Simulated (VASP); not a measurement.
# TiB2 (P6/mmm) in VASP: a series of runs, part 2 of 2

VASP 6.6.1.

**3. Relaxation of cell and atoms, PBEsol, target pressure 10 GPa, at which the enthalpy is minimised**

INCAR reads:

```
PREC     = Accurate       # precision mode
ENCUT    = 600            # plane-wave cutoff, eV
EDIFF    = 1E-6           # SCF threshold, eV
ISMEAR   = -1             # smearing method
SIGMA    = 0.05           # smearing width, eV
LREAL    = F              # projectors in reciprocal space
LASPH    = T              # aspherical terms in the spheres
NELM     = 100            # most SCF steps
ALGO     = Normal         # electronic algorithm
ISIF     = 3              # what is computed and relaxed
LWAVE    = F              # write WAVECAR
LCHARG   = F              # write CHGCAR
GGA      = PS             # functional
IBRION   = 2              # ionic algorithm
NSW      = 80             # ionic steps
EDIFFG   = -0.02          # ionic threshold
PSTRESS  = 100.0
```

KPOINTS reads:

```
Automatic mesh
0
Gamma
  10 10 8
```

POSCAR reads:

```
TiB2
1.0
    3.0292000000      0.0000000000      0.0000000000
   -1.5146000000      2.6233641531      0.0000000000
    0.0000000000      0.0000000000      3.2284000000
Ti B
1 2
Direct
    0.0000000000      0.0000000000      0.0000000000
    0.6666666667      0.3333333333      0.5000000000
    0.3333333333      0.6666666667      0.5000000000
```

Potentials or basis: VASP PAW PBE potentials, release 64 (Ti_sv, B).

Launch:

```bash
> cat potpaw_PBE.64/Ti_sv/POTCAR potpaw_PBE.64/B/POTCAR > POTCAR
> mpirun -np 1 vasp_std > vasp.out
```

Wall time 55 s (1 thread of Intel Xeon 6975P-C, shared host); peak memory 0.17 GiB.

Results (log left out):

- Free energy: -25.7612 eV
- Relaxed volume: 8.09 Å³/atom
- Relaxed cell: a = 2.986 Å, b = 2.986 Å, c = 3.143 Å, α = 90.00°, β = 90.00°, γ = 120.00°
- Space group after relaxing (to 0.05 Å): P6/mmm (No. 191)
- Energy change on relaxing (the enthalpy is what falls): +6.3 meV/atom
- Ionic steps: 5
- Pressure after relaxing: 10.2 GPa
- Band gap on the k mesh: zero (band 9 reaches 11.05 eV, above the bottom of band 10 at 10.25 eV)

Stress tensor (GPa, compression positive):
```
10.20  0.00  0.00
 0.00 10.20  0.00
 0.00  0.00 10.10
```

The path:
| step | energy change (eV) | largest force (eV/Å) | pressure (GPa) | volume (Å³) |
| --- | --- | --- | --- | --- |
| 1 | 0.0000 | 0.0000 | -4.73 | 25.66 |
| 2 | 0.1993 | 0.0000 | 31.05 | 22.85 |
| 3 | 0.0182 | 0.0000 | 9.98 | 24.31 |
| 4 | 0.0199 | 0.0000 | 10.26 | 24.28 |
| 5 | 0.0190 | 0.0000 | 10.16 | 24.26 |

Final structure:
```cif
data_structure
_symmetry_space_group_name_H-M 'P 1'
_symmetry_Int_Tables_number 1
_cell_length_a 2.9859
_cell_length_b 2.9859
_cell_length_c 3.1426
_cell_angle_alpha 90.000
_cell_angle_beta 90.000
_cell_angle_gamma 120.000
_cell_volume 24.26
loop_
_atom_site_label
_atom_site_type_symbol
_atom_site_fract_x
_atom_site_fract_y
_atom_site_fract_z
_atom_site_occupancy
Ti1 Ti 0.00000 0.00000 0.00000 1
B1 B 0.66667 0.33333 0.50000 1
B2 B 0.33333 0.66667 0.50000 1
```

Levels at points of the mesh, in eV from the Fermi level:
```
           k point  band 7  band 8  band 9  band 10  band 11  band 12
(0.00, 0.00, 0.00)   -2.72   -2.17   -2.09     2.15     2.15     4.11
(0.50, 0.00, 0.00)   -3.27   -3.22   -2.37     1.56     3.02     3.57
(0.00, 0.00, 0.50)   -0.48   -0.48   -0.20    -0.20     0.54     0.54
(0.50, 0.00, 0.50)   -4.81   -3.96   -3.07     2.87     3.24     5.09
```

Caveat: the cell is relaxed towards a set pressure, so the enthalpy falls and the energy may rise; the PAW data sets were made with another functional, which shifts forces and pressure a little.

**4. Relaxation of cell and atoms, PBEsol, target pressure 20 GPa, at which the enthalpy is minimised**

INCAR reads:

```
SYSTEM = TiB2
ALGO = Normal
EDIFF = 1E-7
EDIFFG = -0.02
ENCUT = 600
GGA = PS
IBRION = 2
ISIF = 3
ISMEAR = -1
LASPH = .TRUE.
LCHARG = .FALSE.
LREAL = .FALSE.
LWAVE = .FALSE.
NELM = 80
NSW = 80
PREC = Accurate
PSTRESS = 200.0
SIGMA = 0.05
```

KPOINTS reads:

```
k-points
0
G
  10 10 8
  0 0 0
```

POSCAR is that of step 3.

Launch:

```bash
> cat potpaw_PBE.64/Ti_sv/POTCAR potpaw_PBE.64/B/POTCAR > POTCAR
> mpirun -np 1 vasp_std > vasp.out
```

Wall time 99 s (1 thread of Intel Xeon 6975P-C, shared host); peak memory 0.17 GiB.

The run converged. Its results:

| Property | Result |
| --- | --- |
| Free energy | -25.6924 eV |
| Relaxed volume | 7.84 Å³/atom |
| Relaxed cell | a = 2.959 Å, b = 2.959 Å, c = 3.102 Å, α = 90.00°, β = 90.00°, γ = 120.00° |
| Space group after relaxing (to 0.05 Å) | P6/mmm (No. 191) |
| Energy change on relaxing (the enthalpy is what falls) | +29.3 meV/atom |
| Ionic steps | 9 |
| Pressure after relaxing | 20.0 GPa |
| Band gap on the k mesh | zero (band 9 reaches 11.46 eV, above the bottom of band 10 at 10.56 eV) |

The path:
```
step  energy change (eV)  largest force (eV/Å)  pressure (GPa)  volume (Å³)
   1              0.0000                0.0000           -4.73        25.66
   2              0.7317                0.0000           66.68        21.06
   3              0.0821                0.0000           19.37        23.61
   4              0.0879                0.0000           20.05        23.56
   5              0.0930                0.0000           20.63        23.52
   6              0.0931                0.0000           20.60        23.49
   7              0.0931                0.0000           20.61        23.49
   8              0.0817                0.0000           19.30        23.58
   9              0.0878                0.0000           20.00        23.53
```

Final structure:
```cif
data_structure
_symmetry_space_group_name_H-M 'P 1'
_symmetry_Int_Tables_number 1
_cell_length_a 2.9594
_cell_length_b 2.9594
_cell_length_c 3.1021
_cell_angle_alpha 90.000
_cell_angle_beta 90.000
_cell_angle_gamma 120.000
_cell_volume 23.53
loop_
_atom_site_label
_atom_site_type_symbol
_atom_site_fract_x
_atom_site_fract_y
_atom_site_fract_z
_atom_site_occupancy
Ti1 Ti 0.00000 0.00000 0.00000 1
B1 B 0.66667 0.33333 0.50000 1
B2 B 0.33333 0.66667 0.50000 1
```

Levels at points of the mesh, in eV from the Fermi level:
```tsv
k point	band 6	band 7	band 8	band 9	band 10	band 11	band 12	band 13
(0.00, 0.00, 0.00)	-2.81	-2.81	-2.24	-2.03	2.26	2.26	4.31	4.31
(0.50, 0.00, 0.00)	-9.24	-3.31	-3.27	-2.45	1.64	3.14	3.72	3.83
(0.00, 0.00, 0.50)	-7.86	-0.49	-0.49	-0.22	-0.22	0.56	0.56	2.17
(0.50, 0.00, 0.50)	-7.54	-4.93	-4.07	-3.07	3.04	3.38	5.35	5.37
```

Caveat: the cell is relaxed towards a set pressure, so the enthalpy falls and the energy may rise; the PAW data sets were made with another functional, which shifts forces and pressure a little.

**5. Relaxation of cell and atoms, PBEsol, target pressure 30 GPa, at which the enthalpy is minimised**

INCAR reads:

```
SYSTEM = TiB2
PREC = Accurate
ENCUT = 600
EDIFF = 1E-7
ISMEAR = -1
SIGMA = 0.05
LREAL = .FALSE.
LASPH = .TRUE.
NELM = 60
ALGO = Normal
ISIF = 3
LWAVE = .FALSE.
LCHARG = .FALSE.
GGA = PS
IBRION = 2
NSW = 80
EDIFFG = -0.02
PSTRESS = 300.0
```

KPOINTS reads:

```
Automatic mesh
0
G
  10 10 8
  0 0 0
```

POSCAR is that of step 4.

Launch:

```bash
> cat potpaw_PBE.64/Ti_sv/POTCAR potpaw_PBE.64/B/POTCAR > POTCAR
> mpirun -np 1 vasp_std > vasp.out
```

It took 2 min on 1 thread of Intel Xeon 6975P-C, shared host; peak memory 0.17 GiB.

The run converged. Its results:

```yaml
Free_energy: -25.5909 eV
Relaxed_volume: 7.62 Å³/atom
Relaxed_cell: a = 2.935 Å, b = 2.935 Å, c = 3.066 Å, α = 90.00°, β = 90.00°, γ = 120.00°
Space_group_after_relaxing_to_0.05_Å: P6/mmm (No. 191)
Energy_change_on_relaxing_the_enthalpy_is_what_falls: +63.1 meV/atom
Ionic_steps: 9
Pressure_after_relaxing: 30.0 GPa
Band_gap_on_the_k_mesh: zero (band 9 reaches 11.83 eV, above the bottom of band 10 at 10.86 eV)
```

Step by step:
| step | energy change (eV) | largest force (eV/Å) | pressure (GPa) | volume (Å³) |
| --- | --- | --- | --- | --- |
| 1 | 0.0000 | 0.0000 | -4.73 | 25.66 |
| 2 | 1.6734 | 0.0000 | 114.74 | 19.37 |
| 3 | 0.1683 | 0.0000 | 28.22 | 23.03 |
| 4 | 0.1865 | 0.0000 | 29.83 | 22.93 |
| 5 | 0.1963 | 0.0000 | 30.69 | 22.87 |
| 6 | 0.1976 | 0.0000 | 30.71 | 22.83 |
| 7 | 0.1976 | 0.0000 | 30.73 | 22.83 |
| 8 | 0.1786 | 0.0000 | 29.05 | 22.93 |
| 9 | 0.1894 | 0.0000 | 30.00 | 22.87 |

Final structure:
```
CELL_PARAMETERS angstrom
2.93505 0.00000 0.00000
-1.46753 2.54183 0.00000
0.00000 0.00000 3.06617
ATOMIC_POSITIONS crystal
Ti 0.00000 0.00000 0.00000
B 0.66667 0.33333 0.50000
B 0.33333 0.66667 0.50000
```

Levels at points of the mesh, in eV from the Fermi level:
| k point | band 5 | band 6 | band 7 | band 8 | band 9 | band 10 | band 11 | band 12 | band 13 |
| --- | --- | --- | --- | --- | --- | --- | --- | --- | --- |
| (0.00, 0.00, 0.00) | -13.95 | -2.90 | -2.90 | -2.30 | -1.97 | 2.36 | 2.36 | 4.49 | 4.49 |
| (0.50, 0.00, 0.00) | -9.82 | -9.27 | -3.35 | -3.32 | -2.52 | 1.72 | 3.26 | 3.87 | 3.95 |
| (0.00, 0.00, 0.50) | -11.55 | -7.97 | -0.49 | -0.49 | -0.25 | -0.25 | 0.58 | 0.58 | 2.31 |
| (0.50, 0.00, 0.50) | -10.13 | -7.57 | -5.05 | -4.16 | -3.05 | 3.20 | 3.51 | 5.57 | 5.63 |

Caveat: the cell is relaxed towards a set pressure, so the enthalpy falls and the energy may rise; the PAW data sets were made with another functional, which shifts forces and pressure a little.

**6. Summary**

| cell | gap on the mesh (eV) | pressure (GPa) |
| --- | --- | --- |
| relaxed to 5 GPa | none | 5.2 |
| relaxed to 10 GPa | none | 10.2 |
| relaxed to 20 GPa | none | 20.0 |
| relaxed to 30 GPa | none | 30.0 |

Alike in all rows: task relaxation of cell and atoms; level PBEsol; potentials or basis VASP PAW PBE potentials, release 64 (Ti_sv, B); no spin polarisation; k mesh 10 × 10 × 8; cutoff (eV) 600; smearing fermi-dirac 0.05 eV.

Caveats: the cell is relaxed towards a set pressure, so the enthalpy falls and the energy may rise; the PAW data sets were made with another functional, which shifts forces and pressure a little.

Total energies depend on the potentials used, so only differences within one code and one set of settings carry meaning.
